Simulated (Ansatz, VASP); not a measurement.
# P in VASP and in Ansatz

```
P
1.0
     8.12164    0.00000    0.00000
    -4.06082    7.03355    0.00000
     0.00000    0.00000    4.44255
P
8
Direct
  0.51345 0.02691 0.25000
  0.97309 0.48655 0.25000
  0.51345 0.48655 0.25000
  0.48655 0.97309 0.75000
  0.02691 0.51345 0.75000
  0.48655 0.51345 0.75000
  0.33333 0.66667 0.75000
  0.66667 0.33333 0.25000
```

Alike in both runs: functional PBE; k mesh 6 × 6 × 10; occupations gaussian, width 0.1 eV; no spin polarisation.

Ansatz relaxed the structure, and its values are those at the end. VASP's run is a single point on that final structure, the one shown.

|  | VASP | Ansatz |
| --- | --- | --- |
| version | VASP 6.6.1 | Ansatz 0.2.0 |
| potentials or method | VASP PAW PBE potentials, release 64 (P), cutoff 520 eV | scalar-relativistic, plane waves, PAW |
| valence electrons in the cell | 40 | 40 |

|  | VASP | Ansatz | Ansatz less VASP |
| --- | --- | --- | --- |
| gap on the k mesh at the Fermi level (eV) | none | none | - |
| pressure (GPa) | -0.2 | 0.0 | +0.18 |
| rms of the force components (eV/Å) | 0.016 | 0.002 | -0.0133 |

A gap of «none» marks a metal or a gap that the smearing closes. The functional is the same, so the differences come from potentials, cutoffs and numerics.
